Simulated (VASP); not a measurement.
Runs of VASP 6.6.1 on ZnS. Symmetry: F-43m, No. 216, cubic system. Conventional cell: a = 5.388 Å, b = 5.388 Å, c = 5.388 Å, α = 90.00°, β = 90.00°, γ = 90.00°. Zn (site symmetry -43m) has 4 S at 2.33 Å within 3.1 Å. Within 3.1 Å of S (site symmetry -43m) lie 4 Zn at 2.33 Å. 

```csv
level,k mesh,smearing,grid for exact exchange (PRECFOCK),share of exact exchange,screening parameter,gap on the mesh (eV),pressure (GPa)
PBE-based screened hybrid with 20 % exact exchange,4 × 4 × 4,gaussian 0.01 eV,Normal,0.2,0.5 1/Å,2.70,(b)
PBEsol,6 × 6 × 6,gaussian 0.01 eV,-,-,-,2.01,-1.1
PBEsol,5 × 5 × 5,gaussian 0.01 eV,-,-,-,2.01,-1.1
HSE06,4 × 4 × 4,gaussian 0.01 eV,Normal,0.25,0.2079 1/Å,3.38,1.9
PBEsol,"6 × 6 × 6, shifted",gaussian 0.01 eV,-,-,-,2.57,(a)
PBEsol,6 × 6 × 6,methfessel-paxton 0.001 eV,-,-,-,2.01,-1.1
```

Alike in all rows: task single point; potentials or basis VASP PAW PBE potentials, release 64 (Zn, S); no spin polarisation; cell as given; cutoff (eV) 520.

Problem. Fill in the values left out.

Solution. (a) -1.2; (b) 2.5.

Caveats: some runs use coarse meshes; the PAW data sets were made with another functional, which shifts forces and pressure a little; a shifted mesh leaves out Γ, where band edges can lie (at least some runs).

A k mesh can miss the band edges.
